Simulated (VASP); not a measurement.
# Li2S (Fm-3m) in VASP: settings compared

Aim: see how the results for Li2S move with the level of theory and the settings. Levels: PBEsol, PBEsol+D3(BJ). Tasks: single point.

All numbers are computed with VASP 6.6.1; they aren't measurements. Logs are shortened: lines on timing, memory, paths and dates and some standing lists are left out, and cuts for length are marked.

### Step 1. The cell of the first run

It takes space group Fm-3m (No. 225, cubic). The conventional cell has a = 5.655 Å, b = 5.655 Å, c = 5.655 Å, α = 90.00°, β = 90.00°, γ = 90.00°. Li (site symmetry -43m) has 4 S at 2.45 Å and 6 Li at 2.83 Å within 3.2 Å. Within 3.2 Å of S (site symmetry m-3m) lie 8 Li at 2.45 Å.

### Step 2. Single point, PBEsol

File INCAR:

```
SYSTEM = Li2S
  PREC = Accurate
  ENCUT = 750
  EDIFF = 1E-6
  ISMEAR = 0
  SIGMA = 0.01
  LREAL = .False.
  LASPH = .True.
  NELM = 120
  ALGO = Normal
  ISIF = 2
  LWAVE = .False.
  LCHARG = .False.
  GGA = PS
  NBANDS = 13
  GGA_COMPAT = .False.
```

File KPOINTS:

```
regular mesh
0
Gamma
  6 6 6
  0 0 0
```

File POSCAR:

```
Li2S
1.0
    0.0000000000      2.8273105275      2.8273105275
    2.8273105275      0.0000000000      2.8273105275
    2.8273105275      2.8273105275      0.0000000000
Li S
2 1
Direct
    0.2500000000      0.2500000000      0.2500000000
    0.7500000000      0.7500000000      0.7500000000
    0.0000000000      0.0000000000      0.0000000000
```

Potentials or basis: VASP PAW PBE potentials, release 64 (Li_sv, S).

Launch:

```console
$ cat potpaw_PBE.64/Li_sv/POTCAR potpaw_PBE.64/S/POTCAR > POTCAR
$ mpirun -np 1 vasp_std > vasp.out
```

OUTCAR:

```text
SYSTEM = Li2S
   PREC = Accurate
   ENCUT = 750
   EDIFF = 1E-6
   ISMEAR = 0
   LREAL = .False.
   LASPH = .True.
   NELM = 120
   ISIF = 2
   GGA = PS

 ion  position               nearest neighbor table
   1  0.250  0.250  0.250-   3 2.45   3 2.45   3 2.45   3 2.45
   2  0.750  0.750  0.750-   3 2.45   3 2.45   3 2.45   3 2.45
   3  0.000  0.000  0.000-   2 2.45   2 2.45   2 2.45   1 2.45   2 2.45   1 2.45   1 2.45   1 2.45

  LATTYP: Found a face centered cubic cell.
 ALAT       =     5.6546210550

  Lattice vectors:

 A1 = (   0.0000000000,   2.8273105275,   2.8273105275)
 A2 = (   2.8273105275,   0.0000000000,   2.8273105275)
 A3 = (   2.8273105275,   2.8273105275,   0.0000000000)

Analysis of symmetry for initial positions (statically):
=====================================================================
 Subroutine PRICEL returns:
 Original cell was already a primitive cell.

 Routine SETGRP: Setting up the symmetry group for a
 face centered cubic supercell.

 Subroutine GETGRP returns: Found 48 space group operations
 (whereof 48 operations were pure point group operations)
 out of a pool of 48 trial point group operations.

The static configuration has the point symmetry O_h .

Analysis of symmetry for dynamics (positions and initial velocities):
=====================================================================
 Subroutine PRICEL returns:
 Original cell was already a primitive cell.

 Routine SETGRP: Setting up the symmetry group for a
 face centered cubic supercell.

 Subroutine GETGRP returns: Found 48 space group operations
 (whereof 48 operations were pure point group operations)
 out of a pool of 48 trial point group operations.

The dynamic configuration has the point symmetry O_h .

 Subroutine INISYM returns: Found 48 space group operations
 (whereof 48 operations are pure point group operations),
 and found     1 'primitive' translations

----------------------------------------------------------------------------------------

                                     Primitive cell

  volume of cell :      45.2013

  direct lattice vectors                    reciprocal lattice vectors
     0.000000000  2.827310527  2.827310527    -0.176846510  0.176846510  0.176846510
     2.827310527  0.000000000  2.827310527     0.176846510 -0.176846510  0.176846510
     2.827310527  2.827310527  0.000000000     0.176846510  0.176846510 -0.176846510

  length of vectors
     3.998420893  3.998420893  3.998420893     0.306307141  0.306307141  0.306307141

  position of ions in fractional coordinates (direct lattice)
     0.250000000  0.250000000  0.250000000
     0.750000000  0.750000000  0.750000000
     0.000000000  0.000000000  0.000000000

  ion indices of the primitive-cell ions
   primitive index   ion index
                 1           1
                 2           2
                 3           3

----------------------------------------------------------------------------------------

 KPOINTS: regular mesh

Automatic generation of k-mesh.
 Grid dimensions read from file:
 generate k-points for:    6    6    6

 Generating k-lattice:

  Cartesian coordinates                     Fractional coordinates (reciprocal lattice)
    -0.029474418  0.029474418  0.029474418     0.166666667  0.000000000  0.000000000
     0.029474418 -0.029474418  0.029474418     0.000000000  0.166666667  0.000000000
     0.029474418  0.029474418 -0.029474418     0.000000000  0.000000000  0.166666667

  Length of vectors
     0.051051190  0.051051190  0.051051190

  Shift w.r.t. Gamma in fractional coordinates (k-lattice)
     0.000000000  0.000000000  0.000000000

 Subroutine IBZKPT returns following result:
 ===========================================

 Found     16 irreducible k-points:

 Following reciprocal coordinates:
            Coordinates               Weight
  0.000000  0.000000  0.000000      1.000000
  0.166667  0.000000  0.000000      8.000000
  0.333333  0.000000  0.000000      8.000000
  0.500000  0.000000  0.000000      4.000000
  0.166667  0.166667  0.000000      6.000000
  0.333333  0.166667  0.000000     24.000000
[... 8 lines left out ...]
 -0.333333  0.333333  0.166667     24.000000
 -0.333333  0.500000  0.166667     12.000000
   k-points           NKPTS =     16   k-points in BZ     NKDIM =     16   number of bands    NBANDS=     13
   number of dos      NEDOS =    301   number of ions     NIONS =      3
   total plane-waves  NPLWV =  46656
   dimension x,y,z NGX =    36 NGY =   36 NGZ =   36
   dimension x,y,z NGXF=    72 NGYF=   72 NGZF=   72
   ions per type =               2   1
   NGX,Y,Z   is equivalent  to a cutoff of  14.97, 14.97, 14.97 a.u.
   NGXF,Y,Z  is equivalent  to a cutoff of  29.94, 29.94, 29.94 a.u.
 SYSTEM =  Li2S
   PREC   = accura    normal or accurate (medium, high low for compatibility)
   ISTART =      0    job   : 0-new  1-cont  2-samecut
   ICHARG =      2    charge: 1-file 2-atom 10-const
   ISPIN  =      1    spin polarized calculation?
   LNONCOLLINEAR =      F non collinear calculations
   LSORBIT =      F    spin-orbit coupling
   LASPH  =      T    aspherical Exc in radial PAW
   ENCUT  =  750.0 eV  55.12 Ry    7.42 a.u.   8.93  8.93  8.93*2*pi/ulx,y,z
   NELM   =    120;   NELMIN=  2; NELMDL= -5     # of ELM steps
   EDIFF  = 0.1E-05   stopping-criterion for ELM
   LREAL  =      F    real-space projection
   EDIFFG = 0.1E-04   stopping-criterion for IOM
   NSW    =      0    number of steps for IOM
   IBRION =     -1    ionic relax: 0-MD 1-quasi-New 2-CG
   NFREE  =      0    steps in history (QN), initial steepest desc. (CG)
   ISIF   =      2    stress and relaxation
   ISYM   =      2    0-nonsym 1-usesym 2-fastsym
   POTIM  = 0.5000    time-step for ionic-motion
   TEBEG  =    0.0;   TEEND  =   0.0 temperature during run
   PSTRESS=    0.0 pullay stress
   NELECT =      12.0000    total number of electrons
   NUPDOWN=      -1.0000    fix difference up-down
   EMIN   =  10.00;   EMAX   =-10.00  energy-range for DOS
   EFERMI =   0.00;   METHOD = LEGACY
   ISMEAR =     0;   SIGMA  =   0.01  broadening in eV -4-tet -1-fermi 0-gaus
   EFERMI_NEDOS =   21; number of points for ismear=-14 and -15
   IALGO  =     38    algorithm
   IMIX   =      4    mixing-type and parameters
     AMIX     =   0.40;   BMIX     =  1.00
     AMIX_MAG =   1.60;   BMIX_MAG =  1.00
  volume/ion in A,a.u.               =      15.07       101.68
  Fermi-wavevector in a.u.,A,eV,Ry     =   1.052168  1.988309 15.062430  1.107057
  Thomas-Fermi vector in A             =   2.187240
   LORBIT       =      0    0 simple, 1 ext, 2 COOP (PROOUT), +10 PAW based schemes
   GGA     = PS    functional components
   LHFCALC =     F    Hartree Fock is set to
   AEXX    =    0.0000 exact exchange contribution
   IVDW    =     0    specifies the selected vdW correction
   LEPSILON=     F    determine dielectric tensor
   LRPA    =     F    only Hartree local field effects (RPA)
 non-spin polarized calculation
 Gauss-broadening in eV      SIGMA  =   0.01
  energy-cutoff  :      750.00
  volume of cell :       45.20
 maximum number of plane-waves:      2126
   NGX = 17   NGY = 17   NGZ = 17

 number of electron      11.9999996 magnetization

 Free energy of the ion-electron system (eV)
  ---------------------------------------------------
  ext. energy  EPLUGINS =         0.00000000
  ---------------------------------------------------
  free energy    TOTEN  =       -12.37666677 eV

  energy without entropy =      -12.37666677  energy(sigma->0) =      -12.37666677

 E-fermi :   1.6416     XC(G=0):  -8.7268

 val. band max:        1.5548351716   @ k =   0.0000   0.0000   0.0000
 cond. band min:       4.7586770417   @ k =   0.5000   0.5000   0.0000
 fundamental gap:      3.2038418701
 Fermi energy:         1.6415794906

 k-point     1 :       0.0000    0.0000    0.0000
  band No.  band energies     occupation
      1     -41.8959      2.00000
      2     -41.8460      2.00000
      3      -9.5275      2.00000
      4       1.5548      2.00000
      5       1.5548      2.00000
      6       1.5548      2.00000
      7       5.7712      0.00000
      8       7.7132      0.00000
      9       7.7132      0.00000
     10       7.7132      0.00000
     11      12.7481      0.00000
     12      12.7481      0.00000
     13      13.9387      0.00000

 k-point     2 :       0.1667    0.0000    0.0000
  band No.  band energies     occupation
      1     -41.8923      2.00000
      2     -41.8491      2.00000
      3      -9.4246      2.00000
      4       0.5537      2.00000
      5       1.4005      2.00000
      6       1.4005      2.00000
      7       6.4455      0.00000
      8       8.0959      0.00000
      9       8.0959      0.00000
     10       8.3513      0.00000
     11      11.4672      0.00000
     12      11.4672      0.00000
     13      14.2192      0.00000

 k-point     3 :       0.3333    0.0000    0.0000
  band No.  band energies     occupation
      1     -41.8827      2.00000
      2     -41.8577      2.00000
      3      -9.1965      2.00000
      4      -0.8638      2.00000
      5       1.1378      2.00000
      6       1.1378      2.00000
      7       7.2743      0.00000
      8       8.2340      0.00000
      9       8.2340      0.00000
     10       9.4752      0.00000
     11      11.9738      0.00000
     12      11.9738      0.00000
     13      14.9988      0.00000
[... 177 lines left out ...]
 k-point    15 :      -0.3333    0.3333    0.1667
  band No.  band energies     occupation
      1     -41.8697      2.00000
      2     -41.8696      2.00000
      3      -8.9613      2.00000
      4      -0.9127      2.00000
      5      -0.0584      2.00000
      6       0.3194      2.00000
      7       7.0925      0.00000
      8       8.4235      0.00000
      9      10.5690      0.00000
     10      11.0737      0.00000
     11      11.3211      0.00000
     12      13.3295      0.00000
     13      14.9819      0.00000

 k-point    16 :      -0.3333    0.5000    0.1667
  band No.  band energies     occupation
      1     -41.8737      2.00000
      2     -41.8654      2.00000
      3      -8.9270      2.00000
      4      -0.5244      2.00000
      5      -0.2222      2.00000
      6      -0.1501      2.00000
      7       6.0982      0.00000
      8       9.5005      0.00000
      9       9.8882      0.00000
     10      11.6820      0.00000
     11      13.0843      0.00000
     12      14.0344      0.00000
     13      14.2518      0.00000

------------------------ aborting loop because EDIFF is reached ----------------------------------------

  FORCE on cell =-STRESS in cart. coord.  units (eV):
  Direction    XX          YY          ZZ          XY          YZ          ZX
  --------------------------------------------------------------------------------------
  -------------------------------------------------------------------------------------
  Total       -0.0117428     -0.0117428     -0.0117428      0.0000000      0.0000000      0.0000000
  in kB       -0.4162270     -0.4162270     -0.4162270      0.0000000      0.0000000      0.0000000
  external PRESSURE =      -0.4162270 kB  Pullay stress =       0.0000000 kB

 VOLUME and BASIS-vectors are now :
 -----------------------------------------------------------------------------
  energy-cutoff  :      750.00
  volume of cell :       45.20
      direct lattice vectors                 reciprocal lattice vectors
     0.000000000  2.827310527  2.827310527    -0.176846510  0.176846510  0.176846510
     2.827310527  0.000000000  2.827310527     0.176846510 -0.176846510  0.176846510
     2.827310527  2.827310527  0.000000000     0.176846510  0.176846510 -0.176846510

 POSITION                                       TOTAL-FORCE (eV/Angst)
 -----------------------------------------------------------------------------------
      1.41366      1.41366      1.41366         0.000000      0.000000      0.000000
      4.24097      4.24097      4.24097        -0.000000     -0.000000     -0.000000
      0.00000      0.00000      0.00000        -0.000000      0.000000      0.000000
 -----------------------------------------------------------------------------------
    total drift:                                0.000000      0.000000      0.000000

  FREE ENERGIE OF THE ION-ELECTRON SYSTEM (eV)
  ---------------------------------------------------
  free  energy   TOTEN  =       -12.3766667707 eV

  energy  without entropy=      -12.3766667707  energy(sigma->0) =      -12.37666677
```

Run time: 15 s. Hardware: 1 thread of Intel Xeon Platinum 8488C (Sapphire Rapids), shared host; peak memory 0.19 GiB.

Results:

* Free energy: -12.3767 eV
* Pressure: 0.0 GPa
* Band gap on the k mesh: 3.20 eV (least direct gap 4.22 eV)

Caveat: the PAW data sets were made with another functional, which shifts forces and pressure a little.

### Step 3. Single point, PBEsol

File INCAR:

```
PREC = Accurate
ENCUT = 750
EDIFF = 1E-6
ISMEAR = 0
SIGMA = 0.01
LREAL = False
LASPH = True
NELM = 120
ALGO = Normal
ISIF = 2
LWAVE = False
LCHARG = True
GGA = PS
LELF = True
LVHAR = True
NBANDS = 13
GGA_COMPAT = False
```

File KPOINTS:

```
regular mesh
0
Gamma
  6 6 6
```

POSCAR is that of step 2.

Potentials or basis: VASP PAW PBE potentials, release 64 (Li_sv, S).

Launch:

```console
$ cat potpaw_PBE.64/Li_sv/POTCAR potpaw_PBE.64/S/POTCAR > POTCAR
$ mpirun -np 1 vasp_std > vasp.out
```

It took 15 s on 1 thread of Intel Xeon Platinum 8488C (Sapphire Rapids), shared host; peak memory 0.19 GiB.

Results (log left out):

| Property | Result |
| --- | --- |
| Free energy | -12.3767 eV |
| Pressure | 0.0 GPa |
| Band gap on the k mesh | 3.20 eV (least direct gap 4.22 eV) |

Levels at points of the mesh, in eV from the valence-band top:
| k point | band 3 | band 4 | band 5 | band 6 | band 7 | band 8 | band 9 | band 10 |
| --- | --- | --- | --- | --- | --- | --- | --- | --- |
| (0.00, 0.00, 0.00) | -11.08 | 0.00 | 0.00 | 0.00 | 4.22 | 6.16 | 6.16 | 6.16 |
| (0.50, 0.00, 0.00) | -10.62 | -3.00 | -0.53 | -0.53 | 6.11 | 6.49 | 6.49 | 8.35 |
| (0.50, 0.50, 0.00) | -10.49 | -2.24 | -1.49 | -1.49 | 3.20 | 7.08 | 11.13 | 11.13 |

Caveat: the PAW data sets were made with another functional, which shifts forces and pressure a little.

### Step 4. Single point, PBEsol

This run uses another cell than the first one, of 14.84 Å³/atom.

File INCAR:

```
ALGO = Normal
EDIFF = 1E-6
ENCUT = 750
GGA = PS
GGA_COMPAT = False
ISIF = 2
ISMEAR = 0
LASPH = True
LCHARG = False
LREAL = False
LWAVE = False
NBANDS = 13
NELM = 120
PREC = Accurate
SIGMA = 0.01
```

File KPOINTS:

```
k-points
0
Gamma
  6 6 6
```

File POSCAR:

```
Li2S
1.0
    0.0000000000      2.8131739749      2.8131739749
    2.8131739749      0.0000000000      2.8131739749
    2.8131739749      2.8131739749      0.0000000000
Li S
2 1
Direct
    0.2500000000      0.2500000000      0.2500000000
    0.7500000000      0.7500000000      0.7500000000
    0.0000000000      0.0000000000      0.0000000000
```

Launch:

```console
$ cat potpaw_PBE.64/Li_sv/POTCAR potpaw_PBE.64/S/POTCAR > POTCAR
$ mpirun -np 1 vasp_std > vasp.out
```

Wall time 12 s (1 thread of Intel Xeon Platinum 8488C (Sapphire Rapids), shared host); peak memory 0.2 GiB.

Results (log left out):

```yaml
Free_energy: -12.3748 eV
Pressure: 0.6 GPa
Band_gap_on_the_k_mesh: 3.19 eV (least direct gap 4.29 eV)
```

Levels at points of the mesh, in eV from the valence-band top:
| k point | band 3 | band 4 | band 5 | band 6 | band 7 | band 8 | band 9 | band 10 |
| --- | --- | --- | --- | --- | --- | --- | --- | --- |
| (0.00, 0.00, 0.00) | -11.12 | 0.00 | 0.00 | 0.00 | 4.29 | 6.16 | 6.16 | 6.16 |
| (0.50, 0.00, 0.00) | -10.65 | -3.05 | -0.54 | -0.54 | 6.18 | 6.49 | 6.49 | 8.42 |
| (0.50, 0.50, 0.00) | -10.52 | -2.28 | -1.52 | -1.52 | 3.19 | 7.12 | 11.24 | 11.24 |

Caveat: the PAW data sets were made with another functional, which shifts forces and pressure a little. A k mesh can miss the band edges.

(Part 1 of 2 ends here.)
